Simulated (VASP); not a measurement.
# EuO (Fm-3m) in VASP: further runs

The runs below take EuO through single point, with LDA+U.

All numbers are computed with VASP 6.6.1; they aren't measurements. Logs are shortened: lines on timing, memory, paths and dates and some standing lists are left out, and cuts for length are marked.

**1. The cell of the first run**

It takes space group Fm-3m (No. 225, cubic). The conventional cell has a = 5.144 Å, b = 5.144 Å, c = 5.144 Å, α = 90.00°, β = 90.00°, γ = 90.00°. Eu (site symmetry m-3m) has 6 O at 2.57 Å within 3.4 Å. O (site symmetry m-3m) has 6 Eu at 2.57 Å within 3.4 Å.

**2. Single point, LDA+U, collinear spin, ferromagnetic start**

INCAR reads:

```
  ALGO = Normal
  EDIFF = 1E-6
  ENCUT = 600
  GGA = CA
  GGA_COMPAT = F
  ISIF = 2
  ISMEAR = 0
  ISPIN = 2
  LASPH = T
  LCHARG = F
  LDAU = T
  LDAUJ = 0 0
  LDAUL = 3 -1
  LDAUPRINT = 1
  LDAUTYPE = 2
  LDAUU = 6 0
  LMAXMIX = 6
  LORBIT = 11
  LREAL = F
  LWAVE = F
  MAGMOM = 0.5 0
  NBANDS = 22
  NELM = 200
  PREC = Accurate
  SIGMA = 0.05
```

KPOINTS reads:

```
k-points
0
Gamma
  5 5 5
```

POSCAR reads:

```
EuO
1.0
    0.0000000000      2.5719519658      2.5719519658
    2.5719519658      0.0000000000      2.5719519658
    2.5719519658      2.5719519658      0.0000000000
Eu O
1 1
Direct
    0.5000000000      0.5000000000      0.5000000000
    0.0000000000      0.0000000000      0.0000000000
```

Potentials or basis: VASP PAW PBE potentials, release 64 (Eu, O).

Command:

```console
> cat potpaw_PBE.64/Eu/POTCAR potpaw_PBE.64/O/POTCAR > POTCAR
> mpirun -np 1 vasp_std > vasp.out
```

OUTCAR:

```text
EDIFF = 1E-6
   ENCUT = 600
   GGA = CA
   ISIF = 2
   ISMEAR = 0
   ISPIN = 2
   LASPH = T
   LORBIT = 11
   LREAL = F
   NELM = 200
   PREC = Accurate

 ion  position               nearest neighbor table
   1  0.500  0.500  0.500-   2 2.57   2 2.57   2 2.57   2 2.57   2 2.57   2 2.57
   2  0.000  0.000  0.000-   1 2.57   1 2.57   1 2.57   1 2.57   1 2.57   1 2.57

  LATTYP: Found a face centered cubic cell.
 ALAT       =     5.1439039316

  Lattice vectors:

 A1 = (   0.0000000000,   2.5719519658,   2.5719519658)
 A2 = (   2.5719519658,   0.0000000000,   2.5719519658)
 A3 = (   2.5719519658,   2.5719519658,   0.0000000000)

Analysis of symmetry for initial positions (statically):
=====================================================================
 Subroutine PRICEL returns:
 Original cell was already a primitive cell.

 Routine SETGRP: Setting up the symmetry group for a
 face centered cubic supercell.

 Subroutine GETGRP returns: Found 48 space group operations
 (whereof 48 operations were pure point group operations)
 out of a pool of 48 trial point group operations.

The static configuration has the point symmetry O_h .

Analysis of symmetry for dynamics (positions and initial velocities):
=====================================================================
 Subroutine PRICEL returns:
 Original cell was already a primitive cell.

 Routine SETGRP: Setting up the symmetry group for a
 face centered cubic supercell.

 Subroutine GETGRP returns: Found 48 space group operations
 (whereof 48 operations were pure point group operations)
 out of a pool of 48 trial point group operations.

The dynamic configuration has the point symmetry O_h .

Analysis of structural, dynamic, and magnetic symmetry:
=====================================================================
 Subroutine PRICEL returns:
 Original cell was already a primitive cell.

 Routine SETGRP: Setting up the symmetry group for a
 face centered cubic supercell.

 Subroutine GETGRP returns: Found 48 space group operations
 (whereof 48 operations were pure point group operations)
 out of a pool of 48 trial point group operations.

The overall configuration has the point symmetry O_h .

 Subroutine INISYM returns: Found 48 space group operations
 (whereof 48 operations are pure point group operations),
 and found     1 'primitive' translations

----------------------------------------------------------------------------------------

                                     Primitive cell

  volume of cell :      34.0266

  direct lattice vectors                    reciprocal lattice vectors
     0.000000000  2.571951966  2.571951966    -0.194404875  0.194404875  0.194404875
     2.571951966  0.000000000  2.571951966     0.194404875 -0.194404875  0.194404875
     2.571951966  2.571951966  0.000000000     0.194404875  0.194404875 -0.194404875

  length of vectors
     3.637289352  3.637289352  3.637289352     0.336719120  0.336719120  0.336719120

  position of ions in fractional coordinates (direct lattice)
     0.500000000  0.500000000  0.500000000
[... 114 lines left out ...]
 -0.0007  0.0000  0.9738  0.0000 -0.0000 -0.0000 -0.0000
 -0.0000  0.0000  0.0000  0.9728  0.0000 -0.0000  0.0000
  0.0000 -0.0000 -0.0000  0.0000  0.9738 -0.0000  0.0007
 -0.0000 -0.0000 -0.0000 -0.0000 -0.0000  0.9744 -0.0000
  0.0000  0.0000 -0.0000  0.0000  0.0007 -0.0000  0.9734

spin component  2

  0.0034  0.0000  0.0016  0.0000  0.0000  0.0000 -0.0000
  0.0000  0.0001 -0.0000 -0.0000  0.0000  0.0000 -0.0000
  0.0016 -0.0000  0.0026 -0.0000  0.0000  0.0000  0.0000
  0.0000 -0.0000 -0.0000  0.0046 -0.0000  0.0000  0.0000
  0.0000  0.0000  0.0000 -0.0000  0.0026  0.0000 -0.0016
  0.0000  0.0000  0.0000  0.0000  0.0000  0.0014  0.0000
 -0.0000 -0.0000  0.0000  0.0000 -0.0016  0.0000  0.0034

 occupancies and eigenvectors

  o =  0.0001  v =  0.0000  0.0000  0.0000  0.0000  0.0000  0.0000  0.0000 -0.0000  1.0000  0.0000  0.0000 -0.0000 -0.0000  0.0000      0.0000  0.0000  0.0000  0.0000  0.0000  0.0000  0.0000  0.0000  0.0000  0.0000  0.0000  0.0000  0.0000  0.0000
  o =  0.0014  v =  0.0000  0.0000  0.0000  0.0000  0.0000  0.0000  0.0000 -0.0015 -0.0000  0.0019  0.0000 -0.7906  0.0001 -0.6124      0.0000  0.0000  0.0000  0.0000  0.0000  0.0000  0.0000  0.0000  0.0000  0.0000  0.0000  0.0000  0.0000  0.0000
  o =  0.0014  v =  0.0000  0.0000  0.0000  0.0000  0.0000  0.0000  0.0000  0.6124  0.0000 -0.7906 -0.0000 -0.0019  0.0000 -0.0015      0.0000  0.0000  0.0000  0.0000  0.0000  0.0000  0.0000  0.0000  0.0000  0.0000  0.0000  0.0000  0.0000  0.0000
  o =  0.0014  v =  0.0000  0.0000  0.0000  0.0000  0.0000  0.0000  0.0000  0.0000 -0.0000 -0.0000  0.0000 -0.0000 -1.0000 -0.0000      0.0000  0.0000  0.0000  0.0000  0.0000  0.0000  0.0000  0.0000  0.0000  0.0000  0.0000  0.0000  0.0000  0.0000
  o =  0.0046  v =  0.0000  0.0000  0.0000  0.0000  0.0000  0.0000  0.0000 -0.0010  0.0000 -0.0008  0.0000  0.6124  0.0000 -0.7906      0.0000  0.0000  0.0000  0.0000  0.0000  0.0000  0.0000  0.0000  0.0000  0.0000  0.0000  0.0000  0.0000  0.0000
  o =  0.0046  v =  0.0000  0.0000  0.0000  0.0000  0.0000  0.0000  0.0000 -0.7906 -0.0000 -0.6124 -0.0000 -0.0008 -0.0000  0.0010      0.0000  0.0000  0.0000  0.0000  0.0000  0.0000  0.0000  0.0000  0.0000  0.0000  0.0000  0.0000  0.0000  0.0000
  o =  0.0046  v =  0.0000  0.0000  0.0000  0.0000  0.0000  0.0000  0.0000 -0.0000 -0.0000 -0.0000  1.0000 -0.0000  0.0000  0.0000      0.0000  0.0000  0.0000  0.0000  0.0000  0.0000  0.0000  0.0000  0.0000  0.0000  0.0000  0.0000  0.0000  0.0000
  o =  0.9564  v =  0.0000  1.0000 -0.0000 -0.0000  0.0000  0.0000 -0.0000  0.0000  0.0000  0.0000  0.0000  0.0000  0.0000  0.0000      0.0000  0.0000  0.0000  0.0000  0.0000  0.0000  0.0000  0.0000  0.0000  0.0000  0.0000  0.0000  0.0000  0.0000
  o =  0.9728  v =  0.7906  0.0000  0.6124 -0.0000 -0.0001  0.0000  0.0001  0.0000  0.0000  0.0000  0.0000  0.0000  0.0000  0.0000      0.0000  0.0000  0.0000  0.0000  0.0000  0.0000  0.0000  0.0000  0.0000  0.0000  0.0000  0.0000  0.0000  0.0000
  o =  0.9728  v =  0.0001 -0.0000  0.0001  0.0066  0.6124  0.0000 -0.7906  0.0000  0.0000  0.0000  0.0000  0.0000  0.0000  0.0000      0.0000  0.0000  0.0000  0.0000  0.0000  0.0000  0.0000  0.0000  0.0000  0.0000  0.0000  0.0000  0.0000  0.0000
  o =  0.9728  v =  0.0000  0.0000  0.0000  1.0000 -0.0040  0.0000  0.0052  0.0000  0.0000  0.0000  0.0000  0.0000  0.0000  0.0000      0.0000  0.0000  0.0000  0.0000  0.0000  0.0000  0.0000  0.0000  0.0000  0.0000  0.0000  0.0000  0.0000  0.0000
  o =  0.9744  v =  0.0000  0.0000 -0.0000  0.0000  0.0001 -1.0000  0.0001  0.0000  0.0000  0.0000  0.0000  0.0000  0.0000  0.0000      0.0000  0.0000  0.0000  0.0000  0.0000  0.0000  0.0000  0.0000  0.0000  0.0000  0.0000  0.0000  0.0000  0.0000
  o =  0.9744  v =  0.6124 -0.0000 -0.7906 -0.0000 -0.0027  0.0000 -0.0021  0.0000  0.0000  0.0000  0.0000  0.0000  0.0000  0.0000      0.0000  0.0000  0.0000  0.0000  0.0000  0.0000  0.0000  0.0000  0.0000  0.0000  0.0000  0.0000  0.0000  0.0000
  o =  0.9744  v = -0.0021 -0.0000  0.0027 -0.0000 -0.7906 -0.0001 -0.6124  0.0000  0.0000  0.0000  0.0000  0.0000  0.0000  0.0000      0.0000  0.0000  0.0000  0.0000  0.0000  0.0000  0.0000  0.0000  0.0000  0.0000  0.0000  0.0000  0.0000  0.0000

 number of electron      23.0000000 magnetization       7.0002580

 Free energy of the ion-electron system (eV)
  ---------------------------------------------------
  ext. energy  EPLUGINS =         0.00000000
  ---------------------------------------------------
  free energy    TOTEN  =       -22.09235011 eV

  energy without entropy =      -22.09222844  energy(sigma->0) =      -22.09228928

 E-fermi :   3.3883     XC(G=0): -11.2754

 val. band max:        3.3217808296   @ k =   0.0000   0.0000   0.0000
 cond. band min:       3.4650971076   @ k =   0.4000   0.4000   0.0000
 fundamental gap:      0.1433162780
 Fermi energy:         3.3883274374

 spin component 1

 k-point     1 :       0.0000    0.0000    0.0000
  band No.  band energies     occupation
      1     -36.0712      1.00000
      2     -14.7713      1.00000
      3     -14.7713      1.00000
      4     -14.7713      1.00000
      5     -14.0546      1.00000
      6       0.2371      1.00000
[... 239 lines left out ...]
     21      13.1857      0.00000
     22      14.4062      0.00000
 Fermi energy:         3.3883274374

 spin component 2

 k-point     1 :       0.0000    0.0000    0.0000
  band No.  band energies     occupation
      1     -33.2646      1.00000
      2     -14.0947      1.00000
      3     -12.6102      1.00000
      4     -12.6102      1.00000
      5     -12.6102      1.00000
      6       0.6659      1.00000
[... 239 lines left out ...]
     21      14.6879      0.00000
     22      15.8463      0.00000

------------------------ aborting loop because EDIFF is reached ----------------------------------------

  FORCE on cell =-STRESS in cart. coord.  units (eV):
  Direction    XX          YY          ZZ          XY          YZ          ZX
  --------------------------------------------------------------------------------------
  -------------------------------------------------------------------------------------
  Total       -1.4679616     -1.4679616     -1.4679616     -0.0000000     -0.0000000      0.0000000
  in kB      -69.1204763    -69.1204763    -69.1204763     -0.0000000     -0.0000000      0.0000000
  external PRESSURE =     -69.1204763 kB  Pullay stress =       0.0000000 kB

 VOLUME and BASIS-vectors are now :
 -----------------------------------------------------------------------------
  energy-cutoff  :      600.00
  volume of cell :       34.03
      direct lattice vectors                 reciprocal lattice vectors
     0.000000000  2.571951966  2.571951966    -0.194404875  0.194404875  0.194404875
     2.571951966  0.000000000  2.571951966     0.194404875 -0.194404875  0.194404875
     2.571951966  2.571951966  0.000000000     0.194404875  0.194404875 -0.194404875

 POSITION                                       TOTAL-FORCE (eV/Angst)
 -----------------------------------------------------------------------------------
      2.57195      2.57195      2.57195        -0.000000      0.000000      0.000000
      0.00000      0.00000      0.00000         0.000000      0.000000      0.000000
 -----------------------------------------------------------------------------------
    total drift:                                0.000000     -0.000000      0.000000

  FREE ENERGIE OF THE ION-ELECTRON SYSTEM (eV)
  ---------------------------------------------------
  free  energy   TOTEN  =       -22.0923501113 eV

  energy  without entropy=      -22.0922284413  energy(sigma->0) =      -22.09228928

 total charge

# of ion       s       p       d       f       tot
--------------------------------------------------
    1        2.025   5.738   0.309   6.807  14.880
    2        1.537   3.379   0.000   0.000   4.917
--------------------------------------------------
tot          3.563   9.118   0.309   6.807  19.797

 magnetization (x)

# of ion       s       p       d       f       tot
--------------------------------------------------
    1       -0.009  -0.086   0.066   6.773   6.743
    2       -0.005  -0.075   0.000   0.000  -0.080
--------------------------------------------------
tot         -0.014  -0.162   0.066   6.773   6.663
```

It took 28 s on 1 thread of Intel Xeon 6975P-C (Granite Rapids), shared host; peak memory 0.18 GiB.

Results:

- Free energy: -22.0924 eV
- Pressure: -6.9 GPa
- Band gap on the k mesh: 0.14 eV (least direct gap 0.31 eV)
- Net moment: 7.00 μB per cell
- Site moments: Eu +6.74; O -0.08 μB
- Valence electrons inside the program's atomic spheres: Eu 14.88; O 4.92

Levels at points of the mesh, in eV from the valence-band top:
Spin up:
```csv
k point,band 11,band 12,band 13,band 14,band 15,band 16,band 17,band 18,band 19,band 20
"(0.00, 0.00, 0.00)",-0.48,-0.48,0.00,0.00,0.00,0.81,2.80,2.80,2.80,5.06
```
Spin down:
```csv
k point,band 4,band 5,band 6,band 7,band 8,band 9,band 10,band 11,band 12,band 13
"(0.00, 0.00, 0.00)",-15.93,-15.93,-2.66,-2.66,-2.66,1.39,3.63,3.63,3.63,6.04
```

Eigenvalues of the final occupation matrices:
```tsv
site	spin	trace	eigenvalues
site 1 f	1	6.80	0.96 0.97 0.97 0.97 0.97 0.97 0.97
site 1 f	2	0.02	0.00 0.00 0.00 0.00 0.00 0.00 0.00
```

Caveat: the k points lie up to 0.42 Å⁻¹ apart; the PAW data sets were made with another functional, which shifts forces and pressure a little; spin-orbit coupling is left out, which moves the levels of the heavy elements; an odd mesh through Γ misses points on the zone boundary, where band edges can lie; a cell with one magnetic atom can't hold antiferromagnetic order, which such compounds often take. The state reached can hang on the start; a lower one may exist.

(Part 1 of 2 ends here.)
